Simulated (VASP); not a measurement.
**Pd3Pt: single point with PBE**

Pd3Pt:

```
CELL_PARAMETERS angstrom
0.00000 3.14264 3.14264
3.14264 0.00000 3.14264
3.14264 3.14264 0.00000
ATOMIC_POSITIONS crystal
Pd 0.25000 0.25000 0.25000
Pd 0.75000 0.75000 0.75000
Pd 0.50000 0.50000 0.50000
Pt 0.00000 0.00000 0.00000
```

The cell was built from a structure type or drawn by symmetry, and may not be a known phase.

```
Program                : VASP 6.6.1
Task                   : single point
Functional             : PBE
Potentials or basis    : VASP PAW PBE potentials, release 64 (Pd, Pt)
Cutoff                 : 520 eV
k mesh                 : 6 × 6 × 6
Occupations            : gaussian, width 0.1 eV
Spin                   : no spin polarisation
Dipole correction      : no
Further INCAR settings : ALGO = Fast; EDIFF = 1e-06; NBANDS = 28
```

| Item | Value |
| --- | --- |
| Pressure | -0.4 GPa |
| Band gap on the k mesh | zero (bands 20 and 21 overlap by 0.95 eV) |

Levels at points of the mesh, in eV from the Fermi level:
| k point | band 16 | band 17 | band 18 | band 19 | band 20 | band 21 | band 22 | band 23 | band 24 | band 25 |
| --- | --- | --- | --- | --- | --- | --- | --- | --- | --- | --- |
| (0.00, 0.00, 0.00) | -0.84 | -0.49 | -0.49 | 0.21 | 0.21 | 0.21 | 6.89 | 8.17 | 8.67 | 8.67 |
| (0.50, 0.00, 0.00) | -0.95 | -0.73 | -0.73 | -0.50 | -0.50 | 0.03 | 0.23 | 7.43 | 7.43 | 7.58 |
| (0.50, 0.50, 0.00) | -1.06 | -0.89 | -0.58 | 0.43 | 0.49 | 0.61 | 0.61 | 1.13 | 1.13 | 6.66 |

Wall time 49 s on 1 thread of Intel Xeon 8259CL, on a shared host, peak memory 0.21 GiB.

Caveat: spin-orbit coupling is left out, which moves the levels of the heavy elements.
